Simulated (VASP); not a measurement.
Al (a cell with a defect): single point with LDA

Al (a cell with a defect):

```
CELL_PARAMETERS angstrom
8.10000 0.00000 0.00000
0.00000 8.10000 0.00000
0.00000 0.00000 8.10000
ATOMIC_POSITIONS crystal
Al 0.50324 0.99713 0.00199
Al 0.74990 0.24988 0.99503
Al 0.75450 0.03727 0.25280
Al 0.99786 0.00721 0.00142
Al 0.24621 0.24987 0.00350
Al 0.50324 0.50263 0.00200
Al 0.74419 0.74987 0.90890
Al 0.24411 0.99727 0.26042
Al 0.48632 0.24988 0.24410
Al 0.75449 0.46249 0.25280
Al 0.49521 0.03665 0.51211
Al 0.74584 0.24988 0.50398
Al 0.74527 0.01906 0.74306
Al 0.99785 0.49254 0.00142
Al 0.26727 0.74988 0.02421
Al 0.01241 0.24988 0.24905
Al 0.24411 0.50249 0.26043
Al 0.64115 0.74988 0.19036
Al 0.98544 0.01973 0.50295
Al 0.23784 0.24988 0.50742
Al 0.49521 0.46310 0.51211
Al 0.76247 0.74988 0.51964
Al 0.24413 0.00692 0.75539
Al 0.49163 0.24988 0.76985
Al 0.74527 0.48069 0.74305
Al 0.97476 0.74988 0.22509
Al 0.98544 0.48002 0.50295
Al 0.15006 0.74987 0.50139
Al 0.99794 0.24987 0.75553
Al 0.24412 0.49284 0.75538
Al 0.46864 0.74988 0.73197
Al 0.02688 0.74988 0.78448
Al 0.43148 0.74987 0.39784
```

| Property | Result |
| --- | --- |
| Program | VASP 6.6.1 |
| Task | single point |
| Functional | LDA |
| Potentials or basis | VASP PAW LDA potentials, release 64 (Al) |
| Cutoff | 520 eV |
| k mesh | 2 × 2 × 2 |
| Occupations | gaussian, width 0.1 eV |
| Spin | no spin polarisation |
| Dipole correction | no |
| Further INCAR settings | LREAL = Auto; ALGO = Normal; EDIFF = 1e-07; NBANDS = 72 |

```json
{"Pressure": "1.9 GPa", "Largest force": "0.009 eV/Å", "Band gap on the k mesh": "zero (an odd number of electrons rules out a gap without spin polarisation)"}
```

Forces in eV/Å, atoms in the order of the input:
```
Al  -0.003  0.003 -0.002
Al  -0.002 -0.001  0.004
Al   0.003 -0.004 -0.001
Al   0.001 -0.001  0.002
Al   0.001  0.000 -0.001
Al  -0.003 -0.003 -0.002
Al   0.007  0.000  0.003
Al   0.000 -0.002  0.000
Al  -0.001  0.000  0.000
Al   0.003  0.003  0.000
Al   0.001 -0.003  0.001
Al   0.001  0.001  0.002
Al   0.001  0.001  0.000
Al   0.002  0.001  0.002
Al  -0.004 -0.001  0.006
Al   0.000  0.000 -0.001
Al   0.000  0.002  0.000
Al  -0.009  0.000 -0.003
Al  -0.001 -0.004 -0.002
Al   0.000  0.000  0.002
Al   0.001  0.003  0.001
Al   0.000  0.000  0.000
Al   0.001  0.000 -0.001
Al  -0.002  0.000 -0.003
Al   0.001 -0.001  0.001
Al   0.002  0.001  0.001
Al  -0.001  0.003 -0.002
Al   0.005  0.000 -0.001
Al   0.002  0.001 -0.001
Al   0.000  0.000 -0.001
Al  -0.004  0.000 -0.002
Al  -0.004  0.000  0.000
Al   0.000  0.000  0.001
```

Stress tensor (GPa, compression positive):
```
 1.28  0.00 -1.32
 0.00  3.03  0.00
-1.32  0.00  1.28
```

Levels at points of the mesh, in eV from the Fermi level:
```
           k point  band 46  band 47  band 48  band 49  band 50  band 51  band 52  band 53
(0.00, 0.00, 0.00)    -0.26     0.12     0.14     0.21     0.30     0.49     0.55     0.59
(0.50, 0.00, 0.00)    -0.33    -0.30    -0.23    -0.13    -0.07     0.02     0.09     0.55
(0.00, 0.50, 0.00)    -0.36    -0.33    -0.29    -0.16    -0.02     0.17     0.24     0.70
(0.00, 0.00, 0.50)    -0.33    -0.30    -0.23    -0.13    -0.07     0.01     0.09     0.54
(0.50, 0.50, 0.00)    -0.61    -0.51    -0.44     0.55     0.72     0.73     0.80     0.93
(0.00, 0.50, 0.50)    -0.61    -0.51    -0.44     0.55     0.72     0.73     0.80     0.94
(0.50, 0.00, 0.50)    -0.53    -0.52    -0.29     0.60     0.72     0.74     0.85     0.95
(0.50, 0.50, 0.50)    -0.73    -0.71    -0.57    -0.51    -0.45    -0.36    -0.35    -0.27
```

Wall time 5.6 min on 1 thread of Intel(R) Xeon(R) Platinum 8375C CPU @ 2.90GHz (Ice Lake) (shared host), peak memory 0.46 GiB.

Caveat: the k points lie up to 0.39 Å⁻¹ apart, too coarse for converged energies and pressures of a metal.
